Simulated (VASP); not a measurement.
# NiO (Fm-3m) in VASP: notebook, part 2 of 2

VASP 6.6.1.

**4. Single point, PBE**

This run uses another cell than the first one, of 8.99 Å³/atom.

The input, INCAR:

```
PREC = Accurate ; ENCUT = 520
EDIFF = 1E-7 ; ISMEAR = 0
SIGMA = 0.05 ; LREAL = F
LASPH = T ; NELM = 60
ALGO = Normal ; ISIF = 2
LWAVE = F ; LCHARG = T
GGA = PE ; LELF = T
LVHAR = T ; NBANDS = 15
```

The input, KPOINTS:

```
regular mesh
0
Gamma
  14 14 14
```

The input, POSCAR:

```
NiO
1.0
    1.4705186668      0.8490043481      2.4013337130
   -1.4705186668      0.8490043481      2.4013337130
    0.0000000000     -1.6980086962      2.4013337130
Ni O
1 1
Direct
    1.0000000000      0.0000000000      0.0000000000
    0.5000000000      0.5000000000      0.5000000000
```

Potentials or basis: VASP PAW PBE potentials, release 64 (Ni, O).

The run is started by

```bash
cat potpaw_PBE.64/Ni/POTCAR potpaw_PBE.64/O/POTCAR > POTCAR
mpirun -np 1 vasp_std > vasp.out
```

OUTCAR:

```text
PREC = Accurate
   ENCUT = 520
   EDIFF = 1E-7
   ISMEAR = 0
   LREAL = F
   LASPH = T
   NELM = 60
   ISIF = 2
   GGA = PE

 ion  position               nearest neighbor table
   1  0.000  0.000  0.000-   2 2.08   2 2.08   2 2.08   2 2.08   2 2.08   2 2.08
   2  0.500  0.500  0.500-   1 2.08   1 2.08   1 2.08   1 2.08   1 2.08   1 2.08

  LATTYP: Found a face centered cubic cell.
 ALAT       =     4.1592396261

  Lattice vectors:

 A1 = (   1.4705186668,   0.8490043481,   2.4013337130)
 A2 = (  -1.4705186668,   0.8490043481,   2.4013337130)
 A3 = (   0.0000000000,  -1.6980086962,   2.4013337130)

Analysis of symmetry for initial positions (statically):
=====================================================================
 Subroutine PRICEL returns:
 Original cell was already a primitive cell.

 Routine SETGRP: Setting up the symmetry group for a
 face centered cubic supercell.

 Subroutine GETGRP returns: Found 48 space group operations
 (whereof 48 operations were pure point group operations)
 out of a pool of 48 trial point group operations.

The static configuration has the point symmetry O_h .

Analysis of symmetry for dynamics (positions and initial velocities):
=====================================================================
 Subroutine PRICEL returns:
 Original cell was already a primitive cell.

 Routine SETGRP: Setting up the symmetry group for a
 face centered cubic supercell.

 Subroutine GETGRP returns: Found 48 space group operations
 (whereof 48 operations were pure point group operations)
 out of a pool of 48 trial point group operations.

The dynamic configuration has the point symmetry O_h .

 Subroutine INISYM returns: Found 48 space group operations
 (whereof 48 operations are pure point group operations),
 and found     1 'primitive' translations

----------------------------------------------------------------------------------------

                                     Primitive cell

  volume of cell :      17.9881

  direct lattice vectors                    reciprocal lattice vectors
     1.470518667  0.849004348  2.401333713     0.340016085  0.196308378  0.138811749
    -1.470518667  0.849004348  2.401333713    -0.340016085  0.196308378  0.138811749
     0.000000000 -1.698008696  2.401333713     0.000000000 -0.392616756  0.138811749

  length of vectors
     2.941026544  2.941026544  2.941026544     0.416433211  0.416433211  0.416433211

  position of ions in fractional coordinates (direct lattice)
     0.000000000  0.000000000  0.000000000
     0.500000000  0.500000000  0.500000000

  ion indices of the primitive-cell ions
   primitive index   ion index
                 1           1
                 2           2

----------------------------------------------------------------------------------------

 KPOINTS: regular mesh

Automatic generation of k-mesh.
 Grid dimensions read from file:
 generate k-points for:   14   14   14

 Generating k-lattice:

  Cartesian coordinates                     Fractional coordinates (reciprocal lattice)
     0.024286863  0.014022027  0.009915125     0.071428571 -0.000000000  0.000000000
    -0.024286863  0.014022027  0.009915125    -0.000000000  0.071428571  0.000000000
     0.000000000 -0.028044054  0.009915125     0.000000000  0.000000000  0.071428571

  Length of vectors
     0.029745229  0.029745229  0.029745229

  Shift w.r.t. Gamma in fractional coordinates (k-lattice)
     0.000000000  0.000000000  0.000000000

 Subroutine IBZKPT returns following result:
 ===========================================

 Found    104 irreducible k-points:

 Following reciprocal coordinates:
            Coordinates               Weight
  0.000000  0.000000  0.000000      1.000000
  0.071429  0.000000  0.000000      8.000000
  0.142857  0.000000  0.000000      8.000000
  0.214286  0.000000 -0.000000      8.000000
  0.285714 -0.000000  0.000000      8.000000
  0.357143 -0.000000  0.000000      8.000000
[... 16 lines left out ...]
  0.214286  0.142857  0.000000     24.000000
  0.285714  0.142857 -0.000000     24.000000
 [... further k-points ...]
   k-points           NKPTS =    104   k-points in BZ     NKDIM =    104   number of bands    NBANDS=     15
   number of dos      NEDOS =    301   number of ions     NIONS =      2
   total plane-waves  NPLWV =  13824
   dimension x,y,z NGX =    24 NGY =   24 NGZ =   24
   dimension x,y,z NGXF=    48 NGYF=   48 NGZF=   48
   ions per type =               1   1
   NGX,Y,Z   is equivalent  to a cutoff of  13.57, 13.57, 13.57 a.u.
   NGXF,Y,Z  is equivalent  to a cutoff of  27.13, 27.13, 27.13 a.u.
 SYSTEM =  unknown system
   PREC   = accura    normal or accurate (medium, high low for compatibility)
   ISTART =      0    job   : 0-new  1-cont  2-samecut
   ICHARG =      2    charge: 1-file 2-atom 10-const
   ISPIN  =      1    spin polarized calculation?
   LNONCOLLINEAR =      F non collinear calculations
   LSORBIT =      F    spin-orbit coupling
   LASPH  =      T    aspherical Exc in radial PAW
   ENCUT  =  520.0 eV  38.22 Ry    6.18 a.u.   5.47  5.47  5.47*2*pi/ulx,y,z
   NELM   =     60;   NELMIN=  2; NELMDL= -5     # of ELM steps
   EDIFF  = 0.1E-06   stopping-criterion for ELM
   LREAL  =      F    real-space projection
   EDIFFG = 0.1E-05   stopping-criterion for IOM
   NSW    =      0    number of steps for IOM
   IBRION =     -1    ionic relax: 0-MD 1-quasi-New 2-CG
   NFREE  =      0    steps in history (QN), initial steepest desc. (CG)
   ISIF   =      2    stress and relaxation
   ISYM   =      2    0-nonsym 1-usesym 2-fastsym
   POTIM  = 0.5000    time-step for ionic-motion
   TEBEG  =    0.0;   TEEND  =   0.0 temperature during run
   PSTRESS=    0.0 pullay stress
   NELECT =      16.0000    total number of electrons
   NUPDOWN=      -1.0000    fix difference up-down
   EMIN   =  10.00;   EMAX   =-10.00  energy-range for DOS
   EFERMI =   0.00;   METHOD = LEGACY
   ISMEAR =     0;   SIGMA  =   0.05  broadening in eV -4-tet -1-fermi 0-gaus
   EFERMI_NEDOS =   21; number of points for ismear=-14 and -15
   IALGO  =     38    algorithm
   IMIX   =      4    mixing-type and parameters
     AMIX     =   0.40;   BMIX     =  1.00
     AMIX_MAG =   1.60;   BMIX_MAG =  1.00
  volume/ion in A,a.u.               =       8.99        60.69
  Fermi-wavevector in a.u.,A,eV,Ry     =   1.574418  2.975219 33.726019  2.478792
  Thomas-Fermi vector in A             =   2.675555
   LORBIT       =      0    0 simple, 1 ext, 2 COOP (PROOUT), +10 PAW based schemes
   GGA     = PE    functional components
   LHFCALC =     F    Hartree Fock is set to
   AEXX    =    0.0000 exact exchange contribution
   IVDW    =     0    specifies the selected vdW correction
   LEPSILON=     F    determine dielectric tensor
   LRPA    =     F    only Hartree local field effects (RPA)
 non-spin polarized calculation
 Gauss-broadening in eV      SIGMA  =   0.05
  energy-cutoff  :      520.00
  volume of cell :       17.99
 maximum number of plane-waves:       531
 NGX is ok and might be reduce to    24
   NGX = 11   NGY = 11   NGZ = 11

 number of electron      15.9999989 magnetization

 Free energy of the ion-electron system (eV)
  ---------------------------------------------------
  ext. energy  EPLUGINS =         0.00000000
  ---------------------------------------------------
  free energy    TOTEN  =       -11.38010112 eV

  energy without entropy =      -11.37694741  energy(sigma->0) =      -11.37852426

 E-fermi :   8.0178     XC(G=0): -12.7589

 val. band max:        8.0060396967   @ k =   0.2857   0.0714   0.0000
 cond. band min:       8.0178881362   @ k =  -0.3571   0.2857   0.1429
 fundamental gap:      0.0118484394
 Fermi energy:         8.0177965448

 k-point     1 :       0.0000    0.0000    0.0000
  band No.  band energies     occupation
      1     -12.5119      2.00000
      2       4.8954      2.00000
      3       4.8954      2.00000
      4       4.8954      2.00000
      5       6.1563      2.00000
      6       6.1563      2.00000
      7       6.1563      2.00000
      8       6.4890      2.00000
      9       6.4890      2.00000
     10       9.7616      0.00000
     11      25.9430      0.00000
     12      27.2533      0.00000
     13      27.2533      0.00000
     14      27.2534      0.00000
     15      30.8646      0.00000
[... 397 lines left out ...]
 k-point    24 :       0.2857    0.1429   -0.0000
  band No.  band energies     occupation
      1     -11.7914      2.00000
      2       1.6821      2.00000
      3       3.3784      2.00000
      4       3.6308      2.00000
      5       6.1102      2.00000
      6       6.7760      2.00000
      7       7.0347      2.00000
      8       7.5376      2.00000
      9       8.2099      0.00000
     10      13.1967      0.00000
     11      20.7897      0.00000
     12      22.7348      0.00000
     13      24.5762      0.00000
     14      26.9422      0.00000
     15      32.5798      0.00000

 [... further k-points ...]
[... 5 lines left out ...]
  --------------------------------------------------------------------------------------
  -------------------------------------------------------------------------------------
  Total        0.0143706      0.0143706      0.0143705     -0.0000000     -0.0000000      0.0000000
  in kB        1.2799768      1.2799768      1.2799627     -0.0000000     -0.0000000      0.0000000
  external PRESSURE =       1.2799721 kB  Pullay stress =       0.0000000 kB

 VOLUME and BASIS-vectors are now :
 -----------------------------------------------------------------------------
  energy-cutoff  :      520.00
  volume of cell :       17.99
      direct lattice vectors                 reciprocal lattice vectors
     1.470518667  0.849004348  2.401333713     0.340016085  0.196308378  0.138811749
    -1.470518667  0.849004348  2.401333713    -0.340016085  0.196308378  0.138811749
     0.000000000 -1.698008696  2.401333713     0.000000000 -0.392616756  0.138811749

 POSITION                                       TOTAL-FORCE (eV/Angst)
 -----------------------------------------------------------------------------------
      0.00000      0.00000      0.00000         0.000000      0.000000      0.000000
      0.00000      0.00000      3.60200        -0.000000     -0.000000     -0.000000
 -----------------------------------------------------------------------------------
    total drift:                               -0.000000      0.000000     -0.000000

  FREE ENERGIE OF THE ION-ELECTRON SYSTEM (eV)
  ---------------------------------------------------
  free  energy   TOTEN  =       -11.3801011215 eV

  energy  without entropy=      -11.3769474059  energy(sigma->0) =      -11.37852426
```

stdout:

```text
POSCAR found type information on POSCAR NiO
 POSCAR found :  2 types and       2 ions
 scaLAPACK will be used
 LDA part: xc-table for (Slater+PW92), standard interpolation
 POSCAR, INCAR and KPOINTS ok, starting setup
 FFT: planning ... GRIDC
 FFT: planning ... GRID_SOFT
 FFT: planning ... GRID
 WAVECAR not read
 entering main loop
```

It took 11 s on 1 thread of Intel Xeon 6975P-C (Granite Rapids), shared host; peak memory 0.15 GiB.

What came out:

```yaml
Free_energy: -11.3801 eV
Pressure: 0.1 GPa
Band_gap_on_the_k_mesh: zero (bands 8 and 9 overlap by 2.87 eV)
```

Caveat: the run has no spin polarisation, though such a crystal can be magnetic; semilocal functionals often make such compounds metallic where correlation or magnetic order opens a gap, which also shifts bond lengths. Spin polarisation is off, so any magnetic state and its effect on volume and gap are missing.

**5. Summary**

| cell | gap on the mesh (eV) | pressure (GPa) |
| --- | --- | --- |
| a = 2.901 Å, angles 60.0°, 2 atoms | none | 9.4 |
| a = 2.921 Å, angles 60.0°, 2 atoms | none | 4.5 |
| a = 2.941 Å, angles 60.0°, 2 atoms | none | 0.1 |

Alike in all rows: task single point; level PBE; potentials or basis VASP PAW PBE potentials, release 64 (Ni, O); no spin polarisation; k mesh 14 × 14 × 14; cutoff (eV) 520; smearing gaussian 0.05 eV.

Caveats: the run has no spin polarisation, though such a crystal can be magnetic; semilocal functionals often make such compounds metallic where correlation or magnetic order opens a gap, which also shifts bond lengths; the cell stands under pressure (at least some runs).

Absolute energies hang on the potentials; compare differences alone.
